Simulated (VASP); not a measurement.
# AlSn (P-6m2) in VASP: further runs

AlSn is run at these levels: PBE, LDA, PBEsol; tasks: vibrations by perturbation theory, elastic constants.

Everything below comes from runs of VASP 6.6.1. Logs are shortened: lines on timing, memory, paths and dates and some standing lists are left out, and cuts for length are marked.

### 1 The cell of the first run

It takes space group P-6m2 (No. 187, hexagonal). Conventional cell: a = 4.198 Å, b = 4.198 Å, c = 3.307 Å, α = 90.00°, β = 90.00°, γ = 120.00°. Sn (site symmetry -6m2) has 6 Al at 2.93 Å and 2 Sn at 3.31 Å within 3.9 Å. Within 3.9 Å of Al (site symmetry -6m2) lie 6 Sn at 2.93 Å and 2 Al at 3.31 Å.

### 2 Vibrations by perturbation theory, PBE

The input, INCAR:

```
PREC = Accurate ; ENCUT = 520
EDIFF = 1E-8 ; ISMEAR = -1
SIGMA = 0.05 ; LREAL = False
LASPH = True ; NELM = 80
ALGO = Normal ; ISIF = 2
LWAVE = False ; LCHARG = False
GGA = PE ; IBRION = 8
NSW = 1
```

The input, KPOINTS:

```
Automatic mesh
0
Gamma
  5 5 6
```

The input, POSCAR:

```
AlSn
1.0
    4.1981056157      0.0000000000      0.0000000000
   -2.0990528078      3.6356661109      0.0000000000
    0.0000000000      0.0000000000      3.3068470000
Sn Al
1 1
Direct
    0.3333333333      0.6666666667      0.5000000000
    0.0000000000      0.0000000000      0.0000000000
```

Potentials or basis: VASP PAW PBE potentials, release 64 (Sn_d, Al).

Run with:

```
$ cat potpaw_PBE.64/Sn_d/POTCAR potpaw_PBE.64/Al/POTCAR > POTCAR
$ mpirun -np 1 vasp_std > vasp.out
```

OUTCAR:

```text
PREC = Accurate
   ENCUT = 520
   EDIFF = 1E-8
   ISMEAR = -1
   LREAL = False
   LASPH = True
   NELM = 80
   ISIF = 2
   GGA = PE
   IBRION = 8
   NSW = 1

 ion  position               nearest neighbor table
   1  0.333  0.667  0.500-   2 2.93   2 2.93   2 2.93   2 2.93   2 2.93   2 2.93
   2  0.000  0.000  0.000-   1 2.93   1 2.93   1 2.93   1 2.93   1 2.93   1 2.93

  LATTYP: Found a hexagonal cell.
 ALAT       =     4.1981056157
 C/A-ratio  =     0.7876998110

  Lattice vectors:

 A1 = (   4.1981056157,   0.0000000000,   0.0000000000)
 A2 = (  -2.0990528078,   3.6356661109,   0.0000000000)
 A3 = (   0.0000000000,   0.0000000000,   3.3068470000)

Analysis of symmetry for initial positions (statically):
=====================================================================
 Subroutine PRICEL returns:
 Original cell was already a primitive cell.

 Routine SETGRP: Setting up the symmetry group for a
 hexagonal supercell.

 Subroutine GETGRP returns: Found 12 space group operations
 (whereof 12 operations were pure point group operations)
 out of a pool of 24 trial point group operations.

The static configuration has the point symmetry D_3h.

Analysis of symmetry for dynamics (positions and initial velocities):
=====================================================================
 Subroutine PRICEL returns:
 Original cell was already a primitive cell.

 Routine SETGRP: Setting up the symmetry group for a
 hexagonal supercell.

 Subroutine GETGRP returns: Found 12 space group operations
 (whereof 12 operations were pure point group operations)
 out of a pool of 24 trial point group operations.

The dynamic configuration has the point symmetry D_3h.

 Subroutine INISYM returns: Found 12 space group operations
 (whereof 12 operations are pure point group operations),
 and found     1 'primitive' translations

----------------------------------------------------------------------------------------

                                     Primitive cell

  volume of cell :      50.4721
[... 450 lines left out ...]

 VOLUME and BASIS-vectors are now :
 -----------------------------------------------------------------------------
  energy-cutoff  :      520.00
  volume of cell :       50.47
      direct lattice vectors                 reciprocal lattice vectors
     4.198105616  0.000000000  0.000000000     0.238202678  0.137526380  0.000000000
    -2.099052808  3.635666111  0.000000000     0.000000000  0.275052760  0.000000000
     0.000000000  0.000000000  3.306847000     0.000000000  0.000000000  0.302402863

 POSITION                                       TOTAL-FORCE (eV/Angst)
 -----------------------------------------------------------------------------------
     -0.00000      2.42378      1.65342         0.000000      0.000000      0.000000
      0.00000      0.00000      0.00000        -0.000000      0.000000      0.000000
 -----------------------------------------------------------------------------------
    total drift:                                0.000000     -0.000000     -0.000000

  FREE ENERGIE OF THE ION-ELECTRON SYSTEM (eV)
  ---------------------------------------------------
  free  energy   TOTEN  =        -7.1260574222 eV

  energy  without entropy=       -7.1172080530  energy(sigma->0) =       -7.12163274

[... ionic steps 2 to 3 ...]

--------------------------------------- Ionic step        4  -------------------------------------------

------------------------ aborting loop because EDIFF is reached ----------------------------------------
[... 11 lines left out ...]
[... ionic steps 8 to 8 ...]

--------------------------------------- Ionic step        9  -------------------------------------------

 Free energy of the ion-electron system (eV)
  ---------------------------------------------------
  ---------------------------------------------------
  free energy    TOTEN  =        -0.00505317 eV

  energy without entropy =       -0.00505317

------------------------ aborting loop because EDIFF is reached ----------------------------------------

 INTERNAL STRAIN TENSOR  FOR ION    2  DIRECTION 3   (eV/Angst):
 -----------------------------------------------------------------------------
    -0.00035  0.00000  0.00000
    -0.00000 -0.00035  0.00000
    -0.00000 -0.00000 -0.00313

 INTERNAL STRAIN TENSOR FOR ION    2 for displacements in x,y,z  (eV/Angst):
          X           Y           Z          XY          YZ          ZX
  --------------------------------------------------------------------------------
  x    -0.00000     0.00000     0.00000    -4.06142     0.00000     0.00000
  y    -4.06142     4.06142     0.00000     0.00000     0.00000     0.00000
  z     0.00000     0.00000     0.00000     0.00000     0.00000     0.00000

 SECOND DERIVATIVES (NOT SYMMETRIZED)
 ------------------------------------
               1X          1Y          1Z          2X          2Y          2Z
  1X    -3.795708   -0.000000    0.000000    3.795708    0.000000    0.000000
  1Y    -0.000000   -3.795708    0.000000    0.000000    3.795708    0.000000
  1Z     0.000000    0.000000   -1.011987   -0.000000    0.000000    1.011987
  2X     3.804478    0.000000    0.000000   -3.804478   -0.000000    0.000000
  2Y     0.000000    3.804478    0.000000   -0.000000   -3.804478    0.000000
  2Z     0.000000    0.000000    1.015976    0.000000    0.000000   -1.015976

 Eigenvectors and eigenvalues of the dynamical matrix
 ----------------------------------------------------

   1 f  =    6.502035 THz    40.853489 2PiTHz  216.884532 cm-1    26.890243 meV
             X         Y         Z           dx          dy          dz
     -0.000000  2.423777  1.653423     0.407699    0.136480    0.000000
      0.000000  0.000000  0.000000    -0.856161   -0.286605   -0.000000
[... 21 lines left out ...]
   6 f/i=    0.002912 THz     0.018300 2PiTHz    0.097149 cm-1     0.012045 meV
             X         Y         Z           dx          dy          dz
     -0.000000  2.423777  1.653423     0.851186   -0.301061   -0.000000
      0.000000  0.000000  0.000000     0.405330   -0.143364   -0.000000

--------------------------------------------------------------------------------------------------------

 ELASTIC MODULI CONTR FROM IONIC RELAXATION (kBar)
 Direction    XX          YY          ZZ          XY          YZ          ZX
 --------------------------------------------------------------------------------
 XX        -134.0697    134.0697     -0.0000     -0.0000      0.0000      0.0000
 YY         134.0697   -134.0697      0.0000     -0.0000      0.0000     -0.0000
 ZZ          -0.0000      0.0000     -0.0000     -0.0000      0.0000     -0.0000
 XY          -0.0000     -0.0000     -0.0000   -134.0697      0.0000     -0.0000
 YZ           0.0000      0.0000      0.0000      0.0000      0.0000      0.0000
 ZX           0.0000     -0.0000     -0.0000     -0.0000      0.0000     -0.0000
 --------------------------------------------------------------------------------
```

OSZICAR:

```text
N       E                     dE             d eps       ncg     rms          rms(c)
DAV:   1     0.886731974352E+02    0.88673E+02   -0.83683E+03   484   0.168E+03
DAV:   2    -0.802142226287E+00   -0.89475E+02   -0.87026E+02   496   0.348E+02
DAV:   3    -0.697846808951E+01   -0.61763E+01   -0.60910E+01   584   0.867E+01
DAV:   4    -0.715214453176E+01   -0.17368E+00   -0.17347E+00   564   0.154E+01
DAV:   5    -0.716042123483E+01   -0.82767E-02   -0.82765E-02   704   0.327E+00    0.221E+00
[... 77 lines left out ...]
RMM:   7    -0.505278221209E-02    0.14742E-06   -0.53634E-09  1077   0.510E-04    0.192E-04
RMM:   8    -0.505314398967E-02   -0.36178E-06   -0.54690E-09  1050   0.271E-04    0.267E-05
RMM:   9    -0.505311817644E-02    0.25813E-07   -0.26172E-09  1081   0.933E-05    0.104E-05
RMM:  10    -0.505317185544E-02   -0.53679E-07    0.20321E-09  1076   0.332E-05    0.313E-06
RMM:  11    -0.505317122438E-02    0.63106E-09   -0.34249E-09  1165   0.121E-05    0.165E-06
 Linear response finished
```

Wall time 80 s (1 thread of Intel Xeon 6975P-C (Granite Rapids), shared host); peak memory 0.26 GiB.

What came out:

- Highest phonon frequency at Γ, LO-TO splitting left out: 217 cm⁻¹

Phonon frequencies in cm⁻¹ (negative: imaginary):
```tsv
q point	frequencies
(0.000, 0.000, 0.000)	0 0 0 112 217 217
```

Caveat: spin-orbit coupling is left out, which moves the levels of the heavy elements.

### 3 Elastic constants, LDA

The input, INCAR:

```
PREC = Accurate ; ENCUT = 600
EDIFF = 1E-8 ; ISMEAR = -1
SIGMA = 0.05 ; LREAL = False
LASPH = True ; NELM = 60
ALGO = Normal ; ISIF = 3
LWAVE = False ; LCHARG = False
GGA = CA ; IBRION = 6
NFREE = 2 ; POTIM = 0.015
NSW = 1
```

KPOINTS is that of step 2.

POSCAR is that of step 2.

Potentials or basis: VASP PAW LDA potentials, release 64 (Sn_d, Al).

Run with:

```
$ cat potpaw_LDA.64/Sn_d/POTCAR potpaw_LDA.64/Al/POTCAR > POTCAR
$ mpirun -np 1 vasp_std > vasp.out
```

Run time: 2.2 min. Hardware: 1 thread of Intel Xeon 6975P-C (Granite Rapids), shared host; peak memory 0.24 GiB.

Results (log left out):

```
Voigt bulk modulus                                      : 47 GPa
Highest phonon frequency at Γ, LO-TO splitting left out : 206 cm⁻¹
```

Phonon frequencies in cm⁻¹ (negative: imaginary):
```tsv
q point	frequencies
(0.000, 0.000, 0.000)	0 0 0 94 206 206
```

Elastic tensor in Voigt notation (GPa, in the Cartesian axes of the cell as first typed):
```
59 23 47  0  0  0
23 59 47  0  0  0
47 47 71  0  0  0
 0  0  0  8  0  0
 0  0  0  0  8  0
 0  0  0  0  0 18
```

Clamped-ion elastic tensor (GPa):
```
70 13 47  0  0  0
13 70 47  0  0  0
47 47 71  0  0  0
 0  0  0  8  0  0
 0  0  0  0  8  0
 0  0  0  0  0 28
```

Caveat: the cell is under stress, which shifts elastic constants; spin-orbit coupling is left out, which moves the levels of the heavy elements.

[end of part 1 of 2]
